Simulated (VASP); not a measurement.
# InSb (Pm-3m) in VASP: notebook, part 2 of 2

VASP 6.6.1. The steps go on from the part before.

### Step 3. Single point, PBE

This run uses another cell than the first one, of 26.77 Å³/atom.

INCAR

```
SYSTEM = InSb
ALGO     = Normal         ! electronic algorithm
EDIFF    = 1E-6           ! SCF threshold, eV
ENCUT    = 500            ! plane-wave cutoff, eV
GGA      = PE             ! functional
GGA_COMPAT= .False.      
ISIF     = 2              ! what is computed and relaxed
ISMEAR   = -1             ! smearing method
LASPH    = .True.         ! aspherical terms in the spheres
LCHARG   = .False.        ! write CHGCAR
LREAL    = .False.        ! projectors in reciprocal space
LWAVE    = .False.        ! write WAVECAR
NBANDS   = 16             ! bands
NELM     = 120            ! most SCF steps
PREC     = Accurate       ! precision mode
SIGMA    = 0.02           ! smearing width, eV
```

KPOINTS

```
k-points
0
Gamma
  8 8 8
  0 0 0
```

POSCAR

```
InSb
1.0
    3.7689762106      0.0000000000      0.0000000000
    0.0000000000      3.7689762106      0.0000000000
    0.0000000000      0.0000000000      3.7689762106
In Sb
1 1
Direct
    0.0000000000      0.0000000000      0.0000000000
    0.5000000000      0.5000000000      0.5000000000
```

Potentials or basis: VASP PAW PBE potentials, release 64 (In_d, Sb).

On the command line:

```sh
cat potpaw_PBE.64/In_d/POTCAR potpaw_PBE.64/Sb/POTCAR > POTCAR
mpirun -np 1 vasp_std > vasp.out
```

Wall time 38 s (1 thread of Intel Xeon Platinum 8175M at 2.50GHz (Skylake/Cascade Lake), shared host); peak memory 0.17 GiB.

It converged, with:

* Free energy: -6.4639 eV
* Pressure: 1.2 GPa
* Band gap on the k mesh: zero (bands 9 and 10 overlap by 3.42 eV)

Levels at points of the mesh, in eV from the Fermi level:
```csv
k point,band 6,band 7,band 8,band 9,band 10,band 11,band 12,band 13
"(0.00, 0.00, 0.00)",-11.49,-2.01,-0.63,-0.63,-0.63,4.10,4.10,8.51
"(0.50, 0.00, 0.00)",-9.84,-7.13,1.28,1.28,2.33,2.64,3.90,3.90
"(0.50, 0.50, 0.00)",-8.37,-4.43,-4.43,-4.24,1.96,5.71,5.79,5.79
"(0.50, 0.50, 0.50)",-7.60,-2.36,-2.13,-2.13,-2.13,-0.42,-0.42,-0.42
```

Caveat: spin-orbit coupling is left out, which moves the levels of the heavy elements.

### Step 4. Single point, r2SCAN

This run uses another cell than the first one, of 26.77 Å³/atom.

POSCAR is that of step 3.

INCAR.step1

```
SYSTEM = InSb
PREC     = Accurate       ! precision mode
ENCUT    = 550            ! plane-wave cutoff, eV
ISMEAR   = -1             ! smearing method
SIGMA    = 0.02           ! smearing width, eV
LREAL    = .FALSE.        ! projectors in reciprocal space
LASPH    = .TRUE.         ! aspherical terms in the spheres
NELM     = 120            ! most SCF steps
NBANDS   = 16             ! bands
GGA      = PE             ! functional
ALGO     = Normal         ! electronic algorithm
EDIFF    = 1E-5           ! SCF threshold, eV
LWAVE    = .TRUE.         ! write WAVECAR
LCHARG   = .FALSE.        ! write CHGCAR
GGA_COMPAT= .FALSE.
```

INCAR.step2

```
SYSTEM = InSb
PREC     = Accurate       ! precision mode
ENCUT    = 550            ! plane-wave cutoff, eV
EDIFF    = 1E-6           ! SCF threshold, eV
ISMEAR   = -1             ! smearing method
SIGMA    = 0.02           ! smearing width, eV
LREAL    = .FALSE.        ! projectors in reciprocal space
LASPH    = .TRUE.         ! aspherical terms in the spheres
NELM     = 120            ! most SCF steps
ALGO     = Normal         ! electronic algorithm
ISIF     = 2              ! what is computed and relaxed
LWAVE    = .FALSE.        ! write WAVECAR
LCHARG   = .FALSE.        ! write CHGCAR
METAGGA  = R2SCAN         ! meta-GGA
LMIXTAU  = .TRUE.       
NBANDS   = 16             ! bands
ISTART   = 1            
GGA_COMPAT= .FALSE.
```

KPOINTS

```
Automatic mesh
0
G
  6 6 6
  0 0 0
```

Potentials or basis: VASP PAW PBE potentials, release 64 (In_d, Sb).

On the command line:

```sh
cat potpaw_PBE.64/In_d/POTCAR potpaw_PBE.64/Sb/POTCAR > POTCAR
cp INCAR.step1 INCAR
mpirun -np 1 vasp_std > vasp.out
cp INCAR.step2 INCAR
mpirun -np 1 vasp_std > vasp.out
```

OUTCAR:

```text
SYSTEM = InSb
   PREC = Accurate
   ENCUT = 550
   EDIFF = 1E-6
   ISMEAR = -1
   LREAL = .FALSE.
   LASPH = .TRUE.
   NELM = 120
   ISIF = 2
   METAGGA = R2SCAN
   ISTART = 1

 ion  position               nearest neighbor table
   1  0.000  0.000  0.000-   2 3.26   2 3.26   2 3.26   2 3.26   2 3.26   2 3.26   2 3.26   2 3.26

   2  0.500  0.500  0.500-   1 3.26   1 3.26   1 3.26   1 3.26   1 3.26   1 3.26   1 3.26   1 3.26

  LATTYP: Found a simple cubic cell.
 ALAT       =     3.7689762106

[... 561 lines left out ...]

------------------------ aborting loop because EDIFF is reached ----------------------------------------

  FORCE on cell =-STRESS in cart. coord.  units (eV):
  Direction    XX          YY          ZZ          XY          YZ          ZX
  --------------------------------------------------------------------------------------
  -------------------------------------------------------------------------------------
  Total        0.0057662      0.0057662      0.0057662      0.0000000      0.0000000     -0.0000000
  in kB        0.1725559      0.1725559      0.1725559      0.0000000      0.0000000     -0.0000000
  external PRESSURE =       0.1725559 kB  Pullay stress =       0.0000000 kB

 VOLUME and BASIS-vectors are now :
 -----------------------------------------------------------------------------
  energy-cutoff  :      550.00
  volume of cell :       53.54
      direct lattice vectors                 reciprocal lattice vectors
     3.768976211  0.000000000  0.000000000     0.265324041  0.000000000  0.000000000
     0.000000000  3.768976211  0.000000000     0.000000000  0.265324041  0.000000000
     0.000000000  0.000000000  3.768976211     0.000000000  0.000000000  0.265324041

 POSITION                                       TOTAL-FORCE (eV/Angst)
 -----------------------------------------------------------------------------------
      0.00000      0.00000      0.00000         0.000000      0.000000      0.000000
      1.88449      1.88449      1.88449         0.000000      0.000000      0.000000
 -----------------------------------------------------------------------------------
    total drift:                                0.000000     -0.000000     -0.000000

  FREE ENERGIE OF THE ION-ELECTRON SYSTEM (eV)
  ---------------------------------------------------
  free  energy   TOTEN  =       -47.9876857009 eV

  energy  without entropy=      -47.9869507427  energy(sigma->0) =      -47.98731822
```

It took 2.5 min on 1 thread of Intel Xeon Platinum 8175M at 2.50GHz (Skylake/Cascade Lake), shared host; peak memory 0.18 GiB.

What came out:

```
Free energy            : -47.9877 eV
Pressure               : 0.0 GPa
Band gap on the k mesh : zero (bands 9 and 10 overlap by 3.55 eV)
```

Levels at points of the mesh, in eV from the Fermi level:
```
           k point  band 6  band 7  band 8  band 9  band 10  band 11  band 12  band 13
(0.00, 0.00, 0.00)  -11.97   -1.74   -0.70   -0.70    -0.70     4.53     4.53     9.07
(0.50, 0.00, 0.00)  -10.22   -7.38    1.32    1.32     2.79     2.95     4.13     4.13
(0.50, 0.50, 0.00)   -8.63   -4.61   -4.61   -4.27     2.04     6.05     6.31     6.31
(0.50, 0.50, 0.50)   -7.79   -2.30   -2.23   -2.23    -2.23    -0.28    -0.28    -0.28
```

Caveat: the PAW data sets were made with another functional, which shifts forces and pressure a little; spin-orbit coupling is left out, which moves the levels of the heavy elements.

### Step 5. The runs side by side

| level | cell | k mesh | cutoff (eV) | gap on the mesh (eV) | pressure (GPa) |
| --- | --- | --- | --- | --- | --- |
| PBE | a = 3.799 Å, 2 atoms | 6 × 6 × 6 | 500 | none | -0.1 |
| PBE | a = 3.769 Å, 2 atoms | 8 × 8 × 8 | 500 | none | 1.2 |
| r2SCAN | a = 3.769 Å, 2 atoms | 6 × 6 × 6 | 550 | none | 0.0 |

Alike in all rows: task single point; potentials or basis VASP PAW PBE potentials, release 64 (In_d, Sb); no spin polarisation; smearing fermi-dirac 0.02 eV.

Caveats: spin-orbit coupling is left out, which moves the levels of the heavy elements; the PAW data sets were made with another functional, which shifts forces and pressure a little (at least some runs).

Absolute energies hang on the potentials; compare differences alone.
